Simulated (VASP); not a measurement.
Crystal: Al3BP2.

```
CELL_PARAMETERS angstrom
2.59110 1.49597 4.17054
-2.59110 1.49597 4.17054
0.00000 -2.99195 4.17054
ATOMIC_POSITIONS crystal
Al 0.00000 0.50000 0.50000
Al 0.50000 0.50000 0.00000
Al 0.50000 0.00000 0.50000
B 0.50000 0.50000 0.50000
P 0.12356 0.12356 0.12356
P 0.87644 0.87644 0.87644
```

The cell was built from a structure type or drawn by symmetry, and may not be a known phase.

| Quantity | Value |
| --- | --- |
| Program | VASP 6.6.1 |
| Task | relaxation of cell and atoms |
| Functional | PBE |
| Potentials or basis | VASP PAW PBE potentials, release 64 (Al, B, P) |
| Cutoff | 600 eV |
| k mesh | 6 × 6 × 6 |
| Occupations | gaussian, width 0.1 eV |
| Spin | no spin polarisation |

At the start: pressure -7.4 GPa; volume 16.17 Å³/atom.

Where does the relaxation end?

Over 17 steps the energy falls by 608.1 meV/atom and the volume is 15.38 Å³/atom (-4.9 %); space group R-3m (No. 166, to 0.1 Å) before and after.

The path:
```
step  energy change (eV)  largest force (eV/Å)  pressure (GPa)  volume (Å³)
   1              0.0000                0.2189           -7.36        97.00
   2             -0.8680                0.2171           -1.99        86.75
   3             -1.2473                0.2025            6.50        79.04
   4             -1.9032                0.0246            5.54        80.72
   5             -2.0398                0.0438            6.10        81.13
   6             -2.3628                0.6624            7.63        81.65
   7             -2.7166                5.9490           16.84        81.52
   8             -2.8135                1.9337            9.81        81.80
   9             -2.9362                3.6132           12.74        81.72
  10             -3.1638                3.6817           10.91        83.93
  11             -3.2316                3.8137            9.09        86.61
  12             -3.5078                1.8199            5.02        88.75
  13             -3.6417                0.2554           -0.25        92.69
  14             -3.6436                0.1323            0.13        92.34
  15             -3.6437                0.0860            0.27        92.21
  16             -3.6455                0.0701            0.18        92.23
  17             -3.6485                0.0230           -0.09        92.28
```

Final structure:
```yaml
crystal:
  lattice:
    - [3.11172, 1.79655, 2.75108]
    - [-3.11172, 1.79655, 2.75108]
    - [0.00000, -3.59311, 2.75108]
  atoms:
    - { symbol: Al, position: [0.00000, 0.50000, 0.50000] }
    - { symbol: Al, position: [0.50000, 0.50000, 0.00000] }
    - { symbol: Al, position: [0.50000, 0.00000, 0.50000] }
    - { symbol: B, position: [0.50000, 0.50000, 0.50000] }
    - { symbol: P, position: [0.13007, 0.13007, 0.13007] }
    - { symbol: P, position: [0.86993, 0.86993, 0.86993] }
```
